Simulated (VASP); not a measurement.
# GaN (I-4m2) in VASP: further runs

GaN is run at these levels: PBE; tasks: single point.

Everything below comes from runs of VASP 6.6.1. Logs are shortened: lines on timing, memory, paths and dates and some standing lists are left out, and cuts for length are marked.

### 1 The cell of the first run

The structure is tetragonal, space group I-4m2 (No. 119). The conventional cell has a = 3.117 Å, b = 3.117 Å, c = 4.592 Å, α = 90.00°, β = 90.00°, γ = 90.00°. Within 2.6 Å of Ga (site symmetry -4m2) lie 4 N at 1.94 Å. Within 2.6 Å of N (site symmetry -4m2) lie 4 Ga at 1.94 Å.

### 2 Single point, PBE (epitaxial xy strain -2.0%)

INCAR reads:

```
SYSTEM = GaN
PREC = Accurate ; ENCUT = 520
EDIFF = 1E-6 ; ISMEAR = -1
SIGMA = 0.02 ; LREAL = .False.
LASPH = .True. ; NELM = 60
ALGO = Normal ; ISIF = 2
LWAVE = .False. ; LCHARG = .False.
GGA = PE ; NBANDS = 16
```

KPOINTS reads:

```
regular mesh
0
Gamma
  10 10 10
  0 0 0
```

POSCAR reads:

```
GaN
1.0
    0.0000000000      2.2039734903      2.2958620709
    2.2039734903      0.0000000000      2.2958620709
    2.2039734903      2.2039734903      0.0000000000
Ga N
1 1
Direct
    0.0000000000      0.0000000000      0.0000000000
    0.2500000000      0.2500000000      0.2500000000
```

Potentials or basis: VASP PAW PBE potentials, release 64 (Ga_d, N).

Run with:

```console
> cat potpaw_PBE.64/Ga_d/POTCAR potpaw_PBE.64/N/POTCAR > POTCAR
> mpirun -np 1 vasp_std > vasp.out
```

OUTCAR:

```text
SYSTEM = GaN
   PREC = Accurate
   ENCUT = 520
   EDIFF = 1E-6
   ISMEAR = -1
   LREAL = .False.
   LASPH = .True.
   NELM = 60
   ISIF = 2
   GGA = PE

 ion  position               nearest neighbor table
   1  0.000  0.000  0.000-   2 1.94   2 1.94   2 1.94   2 1.94
   2  0.250  0.250  0.250-   1 1.94   1 1.94   1 1.94   1 1.94

  LATTYP: Found a body centered tetragonal cell.
 ALAT       =     3.1168892011
 C/A-ratio  =     1.4731752865

  Lattice vectors:

 A1 = (  -2.2039734903,   0.0000000000,   2.2958620709)
 A2 = (   2.2039734903,   0.0000000000,   2.2958620709)
 A3 = (   0.0000000000,   2.2039734903,  -2.2958620709)

Analysis of symmetry for initial positions (statically):
=====================================================================
 Subroutine PRICEL returns:
 Original cell was already a primitive cell.

 Routine SETGRP: Setting up the symmetry group for a
 body centered tetragonal supercell.

 Subroutine GETGRP returns: Found  8 space group operations
 (whereof  8 operations were pure point group operations)
 out of a pool of 16 trial point group operations.

The static configuration has the point symmetry D_2d.

Analysis of symmetry for dynamics (positions and initial velocities):
=====================================================================
 Subroutine PRICEL returns:
 Original cell was already a primitive cell.

 Routine SETGRP: Setting up the symmetry group for a
 body centered tetragonal supercell.

 Subroutine GETGRP returns: Found  8 space group operations
 (whereof  8 operations were pure point group operations)
 out of a pool of 16 trial point group operations.

The dynamic configuration has the point symmetry D_2d.

 Subroutine INISYM returns: Found  8 space group operations
 (whereof  8 operations are pure point group operations),
 and found     1 'primitive' translations

----------------------------------------------------------------------------------------

                                     Primitive cell

  volume of cell :      22.3043

  direct lattice vectors                    reciprocal lattice vectors
     0.000000000  2.203973490  2.295862071    -0.226862983  0.226862983  0.217783118
     2.203973490  0.000000000  2.295862071     0.226862983 -0.226862983  0.217783118
     2.203973490  2.203973490  0.000000000     0.226862983  0.226862983 -0.217783118

  length of vectors
     3.182527580  3.182527580  3.116889201     0.387766827  0.387766827  0.387766827

  position of ions in fractional coordinates (direct lattice)
     0.000000000  0.000000000  0.000000000
     0.250000000  0.250000000  0.250000000

  ion indices of the primitive-cell ions
   primitive index   ion index
                 1           1
                 2           2

----------------------------------------------------------------------------------------

 KPOINTS: regular mesh

Automatic generation of k-mesh.
 Grid dimensions read from file:
 generate k-points for:   10   10   10

 Generating k-lattice:

  Cartesian coordinates                     Fractional coordinates (reciprocal lattice)
    -0.022686298  0.022686298  0.021778312     0.100000000  0.000000000  0.000000000
     0.022686298 -0.022686298  0.021778312     0.000000000  0.100000000  0.000000000
     0.022686298  0.022686298 -0.021778312    -0.000000000 -0.000000000  0.100000000

  Length of vectors
     0.038776683  0.038776683  0.038776683

  Shift w.r.t. Gamma in fractional coordinates (k-lattice)
     0.000000000  0.000000000  0.000000000

 Subroutine IBZKPT returns following result:
 ===========================================

 Found    102 irreducible k-points:

 Following reciprocal coordinates:
            Coordinates               Weight
  0.000000  0.000000  0.000000      1.000000
  0.100000 -0.000000  0.000000      8.000000
  0.200000 -0.000000  0.000000      8.000000
  0.300000 -0.000000  0.000000      8.000000
  0.400000  0.000000  0.000000      8.000000
  0.500000  0.000000  0.000000      4.000000
[... 16 lines left out ...]
  0.300000  0.300000  0.000000      2.000000
  0.400000  0.300000  0.000000      8.000000
 [... further k-points ...]
   k-points           NKPTS =    102   k-points in BZ     NKDIM =    102   number of bands    NBANDS=     16
   number of dos      NEDOS =    301   number of ions     NIONS =      2
   total plane-waves  NPLWV =  13824
   dimension x,y,z NGX =    24 NGY =   24 NGZ =   24
   dimension x,y,z NGXF=    48 NGYF=   48 NGZF=   48
   ions per type =               1   1
   NGX,Y,Z   is equivalent  to a cutoff of  12.54, 12.54, 12.80 a.u.
   NGXF,Y,Z  is equivalent  to a cutoff of  25.07, 25.07, 25.60 a.u.
 SYSTEM =  GaN
   PREC   = accura    normal or accurate (medium, high low for compatibility)
   ISTART =      0    job   : 0-new  1-cont  2-samecut
   ICHARG =      2    charge: 1-file 2-atom 10-const
   ISPIN  =      1    spin polarized calculation?
   LNONCOLLINEAR =      F non collinear calculations
   LSORBIT =      F    spin-orbit coupling
   LASPH  =      T    aspherical Exc in radial PAW
   ENCUT  =  520.0 eV  38.22 Ry    6.18 a.u.   5.92  5.92  5.80*2*pi/ulx,y,z
   NELM   =     60;   NELMIN=  2; NELMDL= -5     # of ELM steps
   EDIFF  = 0.1E-05   stopping-criterion for ELM
   LREAL  =      F    real-space projection
   EDIFFG = 0.1E-04   stopping-criterion for IOM
   NSW    =      0    number of steps for IOM
   IBRION =     -1    ionic relax: 0-MD 1-quasi-New 2-CG
   NFREE  =      0    steps in history (QN), initial steepest desc. (CG)
   ISIF   =      2    stress and relaxation
   ISYM   =      2    0-nonsym 1-usesym 2-fastsym
   POTIM  = 0.5000    time-step for ionic-motion
   TEBEG  =    0.0;   TEEND  =   0.0 temperature during run
   PSTRESS=    0.0 pullay stress
   NELECT =      18.0000    total number of electrons
   NUPDOWN=      -1.0000    fix difference up-down
   EMIN   =  10.00;   EMAX   =-10.00  energy-range for DOS
   EFERMI =   0.00;   METHOD = LEGACY
   ISMEAR =    -1;   SIGMA  =   0.02  broadening in eV -4-tet -1-fermi 0-gaus
   EFERMI_NEDOS =   21; number of points for ismear=-14 and -15
   IALGO  =     38    algorithm
   IMIX   =      4    mixing-type and parameters
     AMIX     =   0.40;   BMIX     =  1.00
     AMIX_MAG =   1.60;   BMIX_MAG =  1.00
  volume/ion in A,a.u.               =      11.15        75.26
  Fermi-wavevector in a.u.,A,eV,Ry     =   1.524180  2.880282 31.608016  2.323124
  Thomas-Fermi vector in A             =   2.632522
   LORBIT       =      0    0 simple, 1 ext, 2 COOP (PROOUT), +10 PAW based schemes
   GGA     = PE    functional components
   LHFCALC =     F    Hartree Fock is set to
   AEXX    =    0.0000 exact exchange contribution
   IVDW    =     0    specifies the selected vdW correction
   LEPSILON=     F    determine dielectric tensor
   LRPA    =     F    only Hartree local field effects (RPA)
 non-spin polarized calculation
  energy-cutoff  :      520.00
  volume of cell :       22.30
 maximum number of plane-waves:       617
   NGX = 11   NGY = 11   NGZ = 11

 number of electron      18.0000013 magnetization

 Free energy of the ion-electron system (eV)
  ---------------------------------------------------
  ext. energy  EPLUGINS =         0.00000000
  ---------------------------------------------------
  free energy    TOTEN  =       -12.10526733 eV

  energy without entropy =      -12.10526733  energy(sigma->0) =      -12.10526733

 E-fermi :   6.0161     XC(G=0): -11.8077

 val. band max:        5.6349393036   @ k =   0.0000   0.0000   0.0000
 cond. band min:       7.4520653444   @ k =   0.0000   0.0000   0.0000
 fundamental gap:      1.8171260409
 Fermi energy:         6.0161233619

 k-point     1 :       0.0000    0.0000    0.0000
  band No.  band energies     occupation
      1     -10.5883      2.00000
      2      -7.9336      2.00000
      3      -7.8859      2.00000
      4      -7.8859      2.00000
      5      -7.5584      2.00000
      6      -7.5558      2.00000
[... 8 lines left out ...]
     15      23.7448      0.00000
     16      24.7687      0.00000

 k-point     2 :       0.1000   -0.0000    0.0000
  band No.  band energies     occupation
      1     -10.4721      2.00000
      2      -7.9122      2.00000
      3      -7.8714      2.00000
      4      -7.8559      2.00000
      5      -7.5585      2.00000
      6      -7.5583      2.00000
[... 8 lines left out ...]
     15      23.6667      0.00000
     16      23.7622      0.00000

 k-point     3 :       0.2000   -0.0000    0.0000
  band No.  band energies     occupation
      1     -10.1760      2.00000
      2      -7.8711      2.00000
      3      -7.8374      2.00000
      4      -7.7075      2.00000
      5      -7.5605      2.00000
      6      -7.5520      2.00000
[... 8 lines left out ...]
     15      22.7404      0.00000
     16      22.8185      0.00000

 k-point     4 :       0.3000   -0.0000    0.0000
  band No.  band energies     occupation
      1      -9.8530      2.00000
      2      -7.8403      2.00000
      3      -7.8068      2.00000
      4      -7.5508      2.00000
      5      -7.5371      2.00000
      6      -7.3111      2.00000
[... 8 lines left out ...]
     15      23.1124      0.00000
     16      23.1244      0.00000

 k-point     5 :       0.4000    0.0000    0.0000
  band No.  band energies     occupation
      1      -9.6533      2.00000
      2      -7.8275      2.00000
      3      -7.7935      2.00000
      4      -7.5306      2.00000
      5      -7.5071      2.00000
      6      -6.6900      2.00000
[... 8 lines left out ...]
     15      24.4584      0.00000
     16      24.6132      0.00000

 k-point     6 :       0.5000    0.0000    0.0000
  band No.  band energies     occupation
      1      -9.5941      2.00000
      2      -7.8252      2.00000
      3      -7.7911      2.00000
      4      -7.5200      2.00000
      5      -7.4933      2.00000
      6      -6.3108      2.00000
[... 8 lines left out ...]
     15      25.4912      0.00000
     16      25.6590      0.00000

 k-point     7 :       0.1000    0.1000    0.0000
  band No.  band energies     occupation
      1     -10.4406      2.00000
      2      -7.8997      2.00000
      3      -7.8586      2.00000
      4      -7.8586      2.00000
      5      -7.5716      2.00000
      6      -7.5491      2.00000
[... 8 lines left out ...]
     15      24.8322      0.00000
     16      25.7239      0.00000

 k-point     8 :       0.2000    0.1000    0.0000
  band No.  band energies     occupation
      1     -10.2105      2.00000
      2      -7.8623      2.00000
      3      -7.8238      2.00000
      4      -7.7633      2.00000
      5      -7.5760      2.00000
      6      -7.5438      2.00000
[... 8 lines left out ...]
     15      24.6431      0.00000
     16      24.8587      0.00000

 k-point     9 :       0.3000    0.1000    0.0000
  band No.  band energies     occupation
      1      -9.8999      2.00000
      2      -7.8359      2.00000
      3      -7.7888      2.00000
      4      -7.5970      2.00000
      5      -7.5348      2.00000
      6      -7.4175      2.00000
[... 8 lines left out ...]
     15      23.6703      0.00000
     16      24.6356      0.00000
[... 172 lines left out ...]
 k-point    19 :       0.5000    0.2000    0.0000
  band No.  band energies     occupation
      1      -9.5193      2.00000
      2      -7.8006      2.00000
      3      -7.7123      2.00000
      4      -7.5884      2.00000
      5      -7.5142      2.00000
      6      -6.2565      2.00000
[... 8 lines left out ...]
     15      25.8456      0.00000
     16      26.6001      0.00000

 k-point    20 :      -0.4000    0.2000    0.0000
  band No.  band energies     occupation
      1      -9.5056      2.00000
      2      -7.8084      2.00000
      3      -7.7196      2.00000
      4      -7.5577      2.00000
      5      -7.5393      2.00000
      6      -6.0757      2.00000
[... 8 lines left out ...]
     15      24.5536      0.00000
     16      25.7945      0.00000

 k-point    21 :      -0.3000    0.2000    0.0000
  band No.  band energies     occupation
      1      -9.5758      2.00000
      2      -7.8126      2.00000
      3      -7.7386      2.00000
      4      -7.5733      2.00000
      5      -7.5564      2.00000
      6      -6.5277      2.00000
[... 8 lines left out ...]
     15      23.4992      0.00000
     16      26.1058      0.00000

 k-point    22 :      -0.2000    0.2000    0.0000
  band No.  band energies     occupation
      1      -9.7459      2.00000
      2      -7.8243      2.00000
      3      -7.7766      2.00000
      4      -7.5878      2.00000
      5      -7.5780      2.00000
      6      -7.0948      2.00000
[... 8 lines left out ...]
     15      23.4649      0.00000
     16      26.1087      0.00000

 k-point    23 :       0.3000    0.3000    0.0000
  band No.  band energies     occupation
      1      -9.6808      2.00000
      2      -7.7375      2.00000
      3      -7.6871      2.00000
      4      -7.6871      2.00000
      5      -7.5103      2.00000
      6      -7.2082      2.00000
[... 8 lines left out ...]
     15      28.4525      0.00000
     16      28.6881      0.00000

 k-point    24 :       0.4000    0.3000    0.0000
  band No.  band energies     occupation
      1      -9.5413      2.00000
      2      -7.7553      2.00000
      3      -7.6545      2.00000
      4      -7.6508      2.00000
      5      -7.5018      2.00000
      6      -6.7629      2.00000
[... 8 lines left out ...]
     15      28.4497      0.00000
     16      28.6326      0.00000

 [... further k-points ...]

------------------------ aborting loop because EDIFF is reached ----------------------------------------

  FORCE on cell =-STRESS in cart. coord.  units (eV):
  Direction    XX          YY          ZZ          XY          YZ          ZX
  --------------------------------------------------------------------------------------
  -------------------------------------------------------------------------------------
  Total        1.6718799      1.6718799      0.9263259      0.0000000      0.0000000      0.0000000
  in kB      120.0956106    120.0956106     66.5404720      0.0000000      0.0000000      0.0000000
  external PRESSURE =     102.2438977 kB  Pullay stress =       0.0000000 kB

 VOLUME and BASIS-vectors are now :
 -----------------------------------------------------------------------------
  energy-cutoff  :      520.00
  volume of cell :       22.30
      direct lattice vectors                 reciprocal lattice vectors
     0.000000000  2.203973490  2.295862071    -0.226862983  0.226862983  0.217783118
     2.203973490  0.000000000  2.295862071     0.226862983 -0.226862983  0.217783118
     2.203973490  2.203973490  0.000000000     0.226862983  0.226862983 -0.217783118

 POSITION                                       TOTAL-FORCE (eV/Angst)
 -----------------------------------------------------------------------------------
      0.00000      0.00000      0.00000         0.000000      0.000000      0.000000
      1.10199      1.10199      1.14793        -0.000000     -0.000000     -0.000000
 -----------------------------------------------------------------------------------
    total drift:                                0.000000      0.000000      0.000002

  FREE ENERGIE OF THE ION-ELECTRON SYSTEM (eV)
  ---------------------------------------------------
  free  energy   TOTEN  =       -12.1052673257 eV

  energy  without entropy=      -12.1052673257  energy(sigma->0) =      -12.10526733
```

Run time: 47 s. Hardware: 1 thread of Intel Xeon 8259CL, shared host; peak memory 0.16 GiB.

Results:

```yaml
Free_energy: -12.1053 eV
Pressure: 10.2 GPa
Band_gap_on_the_k_mesh: 1.82 eV, direct
```

Stress tensor (GPa, compression positive):
```
12.01  0.00  0.00
 0.00 12.01  0.00
 0.00  0.00  6.65
```

Caveat: the cell differs from its parent crystal (epitaxial xy strain -2.0%).

(Continued in part 2 of 2.)
